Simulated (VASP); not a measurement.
# Sr16Ti16CuO48 (a cell with a defect) in VASP: single point with PBE

Aim: the single point of Sr16Ti16CuO48 (a cell with a defect) with PBE.

Everything below comes from runs of VASP 6.6.1. Logs are shortened: lines on timing, memory, paths and dates and some standing lists are left out, and cuts for length are marked.

### Step 1. The cell of the first run

The cell holds a defect, 81 atoms: a = 11.134 Å, b = 11.134 Å, c = 11.134 Å, α = 60.00°, β = 60.00°, γ = 60.00°.

### Step 2. Single point, PBE

INCAR

```
SYSTEM = Sr16Ti16CuO48
PREC = Accurate ; ENCUT = 520
EDIFF = 1E-6 ; ISMEAR = -1
SIGMA = 0.01 ; LREAL = Auto
LASPH = .TRUE. ; NELM = 120
ALGO = Normal ; ISIF = 2
LWAVE = .FALSE. ; LCHARG = .TRUE.
GGA = PE ; LELF = .TRUE.
LVHAR = .TRUE. ; NELECT = 650.0
NBANDS = 372 ; GGA_COMPAT = .FALSE.
```

KPOINTS

```
regular mesh
0
G
  1 1 1
  0 0 0
```

POSCAR

```
Sr16Ti16CuO48
1.0
    0.0000000000      7.8730892700      7.8730892700
    7.8730892700      0.0000000000      7.8730892700
    7.8730892700      7.8730892700      0.0000000000
Sr Ti O Cu
16 16 48 1
Direct
    0.0120839478     -0.0062497704     -0.0054295079
    0.2494894866      0.2527211279      0.2430376355
   -0.0007077273      0.0051738268      0.4960254947
    0.2517366985      0.2524986612      0.7418566334
    0.0067780890      0.4989687485     -0.0096406248
    0.2474905889      0.7615811652      0.2377613711
   -0.0005694715      0.5021974684      0.4950824722
    0.2543656539      0.7514872875      0.7395759530
    0.5034208764     -0.0004969460     -0.0027738159
    0.7539004445      0.2506169348      0.2403400286
    0.5015862090      0.0059093703      0.4905150783
    0.7855429791      0.2095143270      0.7799600372
    0.5051469460      0.4976356632     -0.0116656876
    0.7543884994      0.7517984106      0.2405201993
    0.4666022287      0.5254676860      0.4630061816
    0.7502755650      0.7578528955      0.7462175645
    0.1277770346      0.1314889193      0.1119335714
    0.3727935629      0.3793124779      0.3585027304
    0.1334688283      0.1289086107      0.6110667408
    0.3775230914      0.3728768847      0.8608671600
    0.1331921898      0.6259272353      0.1098190266
    0.3753329092      0.8842373383      0.3606930396
    0.1217283289      0.6340241840      0.6119493676
    0.3817211258      0.8780923552      0.8605716597
    0.6285301526      0.1266049407      0.1163751570
    0.8770114580      0.3806037754      0.3598492793
    0.6238710539      0.1333238407      0.6135557891
    0.8787622320      0.3796537036      0.8619455804
    0.6297503216      0.6290218909      0.1093472296
    0.8780323407      0.8790107368      0.3617738733
    0.6284770603      0.6427687819      0.6103673965
    0.8818669854      0.8693038101      0.8665320900
    0.0015620298      0.2625595785      0.0040554602
    0.2383049951     -0.0115675686      0.2636721659
   -0.0032476451     -0.0015681265      0.2367442990
    0.2433867996      0.2506413851      0.0260900128
   -0.0133629883      0.2347934764      0.2737516274
    0.2527992420      0.0101902820     -0.0053727322
    0.0058285888      0.2597028853      0.5045122523
    0.2481861228     -0.0211737089      0.7618861281
   -0.0003432579     -0.0075997487      0.7479094035
    0.2598247562      0.2368693452      0.5195922921
    0.0058412903      0.2328192831      0.7690822233
    0.2477875499      0.0035501312      0.5001296651
    0.0055426782      0.7565781100      0.0035576886
    0.2349181416      0.4787670215      0.2658925141
   -0.0031244406      0.4950305866      0.2331091313
    0.2517128832      0.7423900326      0.0242441046
   -0.0092625649      0.7369090837      0.2707629657
    0.2544583748      0.5062314631     -0.0047631239
   -0.0027860728      0.7658750959      0.5042182127
    0.2454276757      0.4815543010      0.7588667923
   -0.0108111946      0.5041235230      0.7448765407
    0.2499488997      0.7429224793      0.5172007912
    0.0003181089      0.7338637099      0.7666575715
    0.2377302525      0.5077642794      0.4981304499
    0.5103813589      0.2542159667     -0.0029851052
    0.7366919517     -0.0145064404      0.2694926257
    0.4876999191      0.0069802333      0.2455285256
    0.7578471163      0.2337124522      0.0181769818
    0.4974279937      0.2436163156      0.2600581461
    0.7501882422     -0.0066832724      0.0094783632
    0.5048477623      0.2662496802      0.4983564095
    0.7445311871     -0.0198665981      0.7698196086
    0.5006027323     -0.0024485941      0.7332755672
    0.7482049038      0.2467554899      0.5420206546
    0.4797026136      0.2232387364      0.7802086690
    0.7552869396      0.0211841241      0.4929458268
    0.5076186568      0.7643277999     -0.0021689072
    0.7326225199      0.4800318363      0.2715352801
    0.4802205170      0.5109649925      0.2408387527
    0.7609723191      0.7300352889      0.0209850282
    0.4958639317      0.7490317711      0.2573369780
    0.7426976628      0.5002130504      0.0016470028
    0.5024246346      0.7640111516      0.5024889042
    0.7478248751      0.4752375937      0.7596961999
    0.4866187679      0.5081345915      0.7461397678
    0.7438891900      0.7574628961      0.5291205088
    0.5006167039      0.7327155583      0.7712427475
    0.7656831129      0.5300935067      0.4790547104
    0.6338142283      0.4090600131      0.6133759995
```

Potentials or basis: VASP PAW PBE potentials, release 64 (Sr_sv, Ti_sv, O, Cu).

On the command line:

```
cat potpaw_PBE.64/Sr_sv/POTCAR potpaw_PBE.64/Ti_sv/POTCAR potpaw_PBE.64/O/POTCAR potpaw_PBE.64/Cu/POTCAR > POTCAR
mpirun -np 1 vasp_gam > vasp.out
```

OUTCAR:

```text
SYSTEM = Sr16Ti16CuO48
   PREC = Accurate
   ENCUT = 520
   EDIFF = 1E-6
   ISMEAR = -1
   LREAL = Auto
   LASPH = .TRUE.
   NELM = 120
   ISIF = 2
   GGA = PE
   NELECT = 650.0

 ion  position               nearest neighbor table
   1  0.012  0.994  0.995-  43 2.59  40 2.61  45 2.63  35 2.64  48 2.75  60 2.76  38 2.78  41 2.83
                            62 2.84  49 2.97  33 2.99  58 3.07  30 3.34  21 3.35  24 3.36  17 3.37
   2  0.249  0.253  0.243-  36 2.46  46 2.57  59 2.69  47 2.76  50 2.79  61 2.81  44 2.82  39 2.82
                            57 2.83  37 2.87  34 2.90  42 3.05  18 3.32  19 3.35  22 3.35  26 3.39
   3  0.999  0.005  0.496-  37 2.52  34 2.63  51 2.63  68 2.65  41 2.74  44 2.78  66 2.78  54 2.86
                            39 2.92  35 2.94  64 2.95  55 3.02  32 3.37  23 3.38  19 3.39  27 3.41
   4  0.252  0.252  0.742-  42 2.52  52 2.61  67 2.62  43 2.71  38 2.76  63 2.77  56 2.78  65 2.81
                            33 2.86  53 2.86  40 2.96  36 3.11  20 3.32  17 3.36  27 3.38  19 3.39
   5  0.007  0.499  0.990-  55 2.55  33 2.59  52 2.62  47 2.63  72 2.67  36 2.72  53 2.81  50 2.83
                            74 2.87  45 2.94  37 3.05  70 3.10  17 3.34  26 3.36  32 3.37  20 3.37
   6  0.247  0.762  0.238-  48 2.47  34 2.63  71 2.70  35 2.72  38 2.74  69 2.79  73 2.81  49 2.83
                            56 2.86  51 2.88  54 3.03  46 3.07  30 3.36  17 3.36  22 3.40  23 3.40
   7  0.999  0.502  0.495-  80 2.55  49 2.56  46 2.60  39 2.61  56 2.70  53 2.74  78 2.87  76 2.88
                            42 2.94  47 2.97  51 2.98  43 3.03  28 3.34  23 3.37  31 3.38  19 3.40
   8  0.254  0.751  0.740-  54 2.55  40 2.63  77 2.65  75 2.71  44 2.74  41 2.76  55 2.79  50 2.79
                            79 2.83  45 2.86  52 2.95  48 3.11  21 3.37  32 3.39  31 3.40  24 3.41
   9  0.503  1.000  0.997-  67 2.46  69 2.59  64 2.61  59 2.72  38 2.75  62 2.78  73 2.84  36 2.86
[... 82 lines left out ...]
  68  0.755  0.021  0.493-  27 1.84  30 2.16   3 2.65  10 2.69  16 2.88  11 2.93
  69  0.508  0.764  0.998-  29 1.85  24 2.08   9 2.59  16 2.76   6 2.79  13 3.04
  70  0.733  0.480  0.272-  26 1.87  29 2.12  15 2.62  10 2.63  14 2.99   5 3.10
  71  0.480  0.511  0.241-  18 1.89  29 2.11  15 2.48   6 2.70  13 2.76  10 2.98
  72  0.761  0.730  0.021-  29 1.86  32 2.07  14 2.54   5 2.67   9 2.94  16 2.97
  73  0.496  0.749  0.257-  22 1.89  29 2.12  15 2.43  14 2.80   6 2.81   9 2.84
  74  0.743  0.500  0.002-  29 1.87  28 2.05  10 2.72  13 2.74  16 2.86   5 2.87
  75  0.502  0.764  0.502-  31 1.85  22 2.12  11 2.62   8 2.71  14 2.87  15 3.13
  76  0.748  0.475  0.760-  28 1.86  31 2.15  13 2.63  12 2.68   7 2.88  16 3.09
  77  0.487  0.508  0.746-  81 1.87  20 1.93  31 2.18   8 2.65  13 2.75  15 3.17  12 3.35
  78  0.744  0.757  0.529-  31 1.85  30 2.06  16 2.46  11 2.76   7 2.87  14 3.19
  79  0.501  0.733  0.771-  24 1.87  31 2.01  13 2.52  16 2.79   8 2.83  11 3.08
  80  0.766  0.530  0.479-  31 1.93  81 1.99  26 2.14   7 2.55  14 2.57  15 3.45  12 3.47
  81  0.634  0.409  0.613-  77 1.87  66 1.91  80 1.99  15 2.55  12 2.55  31 2.56  26 2.79  20 2.84

  LATTYP: Found a face centered cubic cell.
 ALAT       =    15.7461785400

  Lattice vectors:

 A1 = (   0.0000000000,   7.8730892700,   7.8730892700)
 A2 = (   7.8730892700,   0.0000000000,   7.8730892700)
 A3 = (   7.8730892700,   7.8730892700,   0.0000000000)

Analysis of symmetry for initial positions (statically):
=====================================================================
 Subroutine PRICEL returns:
 Original cell was already a primitive cell.

 Routine SETGRP: Setting up the symmetry group for a
 face centered cubic supercell.

 Subroutine GETGRP returns: Found  1 space group operations
 (whereof  1 operations were pure point group operations)
 out of a pool of 48 trial point group operations.

The static configuration has the point symmetry C_1 .

Analysis of symmetry for dynamics (positions and initial velocities):
=====================================================================
 Subroutine PRICEL returns:
 Original cell was already a primitive cell.

 Routine SETGRP: Setting up the symmetry group for a
 face centered cubic supercell.

 Subroutine GETGRP returns: Found  1 space group operations
 (whereof  1 operations were pure point group operations)
 out of a pool of 48 trial point group operations.

The dynamic configuration has the point symmetry C_1 .
[... 220 lines left out ...]
   ions per type =              16  16  48   1
   NGX,Y,Z   is equivalent  to a cutoff of  12.54, 12.54, 12.54 a.u.
   NGXF,Y,Z  is equivalent  to a cutoff of  25.08, 25.08, 25.08 a.u.
 SYSTEM =  Sr16Ti16CuO48
   PREC   = accura    normal or accurate (medium, high low for compatibility)
   ISTART =      0    job   : 0-new  1-cont  2-samecut
   ICHARG =      2    charge: 1-file 2-atom 10-const
   ISPIN  =      1    spin polarized calculation?
   LNONCOLLINEAR =      F non collinear calculations
   LSORBIT =      F    spin-orbit coupling
   LASPH  =      T    aspherical Exc in radial PAW
   ENCUT  =  520.0 eV  38.22 Ry    6.18 a.u.  20.70 20.70 20.70*2*pi/ulx,y,z
   NELM   =    120;   NELMIN=  2; NELMDL= -5     # of ELM steps
   EDIFF  = 0.1E-05   stopping-criterion for ELM
   LREAL  =      T    real-space projection
   EDIFFG = 0.1E-04   stopping-criterion for IOM
   NSW    =      0    number of steps for IOM
   IBRION =     -1    ionic relax: 0-MD 1-quasi-New 2-CG
   NFREE  =      0    steps in history (QN), initial steepest desc. (CG)
   ISIF   =      2    stress and relaxation
   ISYM   =      2    0-nonsym 1-usesym 2-fastsym
   POTIM  = 0.5000    time-step for ionic-motion
   TEBEG  =    0.0;   TEEND  =   0.0 temperature during run
   PSTRESS=    0.0 pullay stress
   NELECT =     650.0000    total number of electrons
   NUPDOWN=      -1.0000    fix difference up-down
   EMIN   =  10.00;   EMAX   =-10.00  energy-range for DOS
   EFERMI =   0.00;   METHOD = LEGACY
   ISMEAR =    -1;   SIGMA  =   0.01  broadening in eV -4-tet -1-fermi 0-gaus
   EFERMI_NEDOS =   21; number of points for ismear=-14 and -15
   IALGO  =     38    algorithm
   IMIX   =      4    mixing-type and parameters
     AMIX     =   0.40;   BMIX     =  1.00
     AMIX_MAG =   1.60;   BMIX_MAG =  1.00
  volume/ion in A,a.u.               =      12.05        81.32
  Fermi-wavevector in a.u.,A,eV,Ry     =   1.429632  2.701612 27.808216  2.043846
  Thomas-Fermi vector in A             =   2.549564
   LORBIT       =      0    0 simple, 1 ext, 2 COOP (PROOUT), +10 PAW based schemes
   GGA     = PE    functional components
   LHFCALC =     F    Hartree Fock is set to
   AEXX    =    0.0000 exact exchange contribution
   IVDW    =     0    specifies the selected vdW correction
   LEPSILON=     F    determine dielectric tensor
   LRPA    =     F    only Hartree local field effects (RPA)
 non-spin polarized calculation
  energy-cutoff  :      520.00
  volume of cell :      976.04
 maximum number of plane-waves:     13151
 NGX is ok and might be reduce to    84
   NGX = 41   NGY = 41   NGZ = 41

 number of electron     649.9999993 magnetization

 Free energy of the ion-electron system (eV)
  ---------------------------------------------------
  ext. energy  EPLUGINS =         0.00000000
  ---------------------------------------------------
  free energy    TOTEN  =      -645.72351358 eV

  energy without entropy =     -645.72351358  energy(sigma->0) =     -645.72351358

 E-fermi :   5.1514     XC(G=0): -11.1875

 val. band max:        4.8162974189   @ k =   0.0000   0.0000   0.0000
 cond. band min:       6.3408906447   @ k =   0.0000   0.0000   0.0000
 fundamental gap:      1.5245932258
 Fermi energy:         5.1514029373

 k-point     1 :       0.0000    0.0000    0.0000
  band No.  band energies     occupation
      1     -52.3873      2.00000
      2     -52.3750      2.00000
      3     -52.3673      2.00000
      4     -52.3561      2.00000
      5     -52.3543      2.00000
      6     -52.3512      2.00000
[... 329 lines left out ...]
    336       7.3088      0.00000
    337       7.3585      0.00000
 [bands above 337 left out]

------------------------ aborting loop because EDIFF is reached ----------------------------------------

  FORCE on cell =-STRESS in cart. coord.  units (eV):
  Direction    XX          YY          ZZ          XY          YZ          ZX
  --------------------------------------------------------------------------------------
  -------------------------------------------------------------------------------------
  Total       22.1581917     30.2301378     21.2031732      2.7617525     -3.5379494      0.4657803
  in kB       36.3730211     49.6232480     34.8053432      4.5334602     -5.8075998      0.7645857
  external PRESSURE =      40.2672041 kB  Pullay stress =       0.0000000 kB

 VOLUME and BASIS-vectors are now :
 -----------------------------------------------------------------------------
  energy-cutoff  :      520.00
  volume of cell :      976.04
      direct lattice vectors                 reciprocal lattice vectors
     0.000000000  7.873089270  7.873089270    -0.063507472  0.063507472  0.063507472
     7.873089270  0.000000000  7.873089270     0.063507472 -0.063507472  0.063507472
     7.873089270  7.873089270  0.000000000     0.063507472  0.063507472 -0.063507472

 POSITION                                       TOTAL-FORCE (eV/Angst)
 -----------------------------------------------------------------------------------
     15.65423      7.92548      7.91902         0.010415      0.004216     -0.008992
      3.90315      3.87771      3.95395         0.010874      0.017594     -0.008578
      3.94599     11.77277      7.90825         0.009873      0.013772     -0.010394
      7.82865      7.82265      3.96989         0.008779      0.004656     -0.010391
     11.72561      7.85055      3.98179         0.009809      0.004306     -0.011638
      7.86791      3.82043      7.94451         0.013459      0.017372     -0.009921
[... 73 lines left out ...]
      7.94511      9.79993     10.20177        -0.031014      0.002134      0.007009
      8.04973      9.81924      8.21064        -0.019047     -0.000722      0.003958
 -----------------------------------------------------------------------------------
    total drift:                               -0.010956     -0.002366      0.021331

  FREE ENERGIE OF THE ION-ELECTRON SYSTEM (eV)
  ---------------------------------------------------
  free  energy   TOTEN  =      -645.7235135833 eV

  energy  without entropy=     -645.7235135833  energy(sigma->0) =     -645.72351358
```

Wall time 27 min (1 thread of AMD EPYC 7R43 (Zen 3), shared host); peak memory 1.2 GiB.

Results:

```
Free energy   : -645.7235 eV
Largest force : 0.090 eV/Å
```

Forces in eV/Å, atoms in the order of the input:
```
Sr   0.010  0.004 -0.009
Sr   0.011  0.018 -0.009
Sr   0.010  0.014 -0.010
Sr   0.009  0.005 -0.010
Sr   0.010  0.004 -0.012
Sr   0.013  0.017 -0.010
Sr   0.007  0.015 -0.001
Sr   0.008  0.010 -0.008
Sr   0.008  0.017 -0.014
Sr   0.010  0.005 -0.008
Sr   0.010  0.007 -0.008
Sr   0.008 -0.020 -0.001
Sr   0.012  0.014 -0.014
Sr   0.011  0.006 -0.008
Sr   0.013  0.030 -0.005
Sr   0.008  0.020 -0.007
Ti   0.029  0.039 -0.042
Ti   0.040  0.053 -0.021
Ti   0.035  0.050 -0.042
Ti   0.054  0.051 -0.013
Ti   0.060  0.031 -0.046
Ti   0.031  0.054 -0.045
Ti   0.025  0.059 -0.039
Ti   0.045  0.037 -0.032
Ti   0.032  0.047 -0.049
Ti   0.057  0.057 -0.041
Ti   0.045  0.058 -0.019
Ti   0.018  0.052 -0.031
Ti   0.045  0.047 -0.051
Ti   0.055  0.034 -0.019
Ti  -0.001  0.049 -0.051
Ti   0.037  0.043 -0.023
O   -0.004 -0.049 -0.005
O    0.003 -0.044  0.002
O    0.005  0.001  0.039
O   -0.015 -0.008  0.038
O   -0.054 -0.005  0.007
O   -0.043  0.000  0.004
O    0.003 -0.059 -0.008
O   -0.001 -0.056  0.002
O   -0.023  0.018  0.040
O   -0.002 -0.009  0.042
O   -0.028  0.005  0.013
O   -0.038 -0.002  0.002
O   -0.001 -0.043 -0.001
O    0.002 -0.051  0.009
O    0.001  0.004  0.058
O   -0.015 -0.010  0.043
O   -0.059 -0.003  0.004
O   -0.057 -0.003 -0.001
O    0.000 -0.053 -0.001
O    0.002 -0.058  0.008
O    0.001  0.000  0.048
O    0.013 -0.017  0.039
O   -0.036 -0.002  0.005
O   -0.040 -0.013 -0.018
O   -0.001 -0.051 -0.003
O   -0.007 -0.045  0.006
O    0.002  0.004  0.050
O    0.002  0.002  0.045
O   -0.046  0.000  0.002
O   -0.034  0.008 -0.009
O   -0.008 -0.056 -0.008
O    0.004 -0.060  0.007
O    0.004  0.001  0.036
O   -0.041  0.007  0.017
O   -0.047 -0.008  0.022
O   -0.064  0.001 -0.005
O   -0.001 -0.052 -0.008
O    0.005 -0.050  0.000
O   -0.018 -0.013  0.041
O   -0.004 -0.006  0.043
O   -0.038 -0.013  0.025
O   -0.042 -0.001  0.000
O   -0.008 -0.062 -0.007
O   -0.002 -0.061  0.000
O    0.055 -0.002  0.020
O   -0.013 -0.008  0.043
O   -0.030 -0.004  0.006
O   -0.031  0.002  0.007
Cu  -0.019 -0.001  0.004
```

Levels at points of the mesh, in eV from the Fermi level:
```
           k point  band 321  band 322  band 323  band 324  band 325  band 326  band 327  band 328  band 329  band 330
(0.00, 0.00, 0.00)     -1.32     -1.28     -1.27     -1.25     -0.34      1.19      1.30      1.37      1.44      1.46
```

Caveat: the k points lie up to 0.69 Å⁻¹ apart; the cell carries a net charge on a neutralising background, which shifts energy and pressure; the cell is charged against a uniform background, so pressure and absolute levels hang on convention.
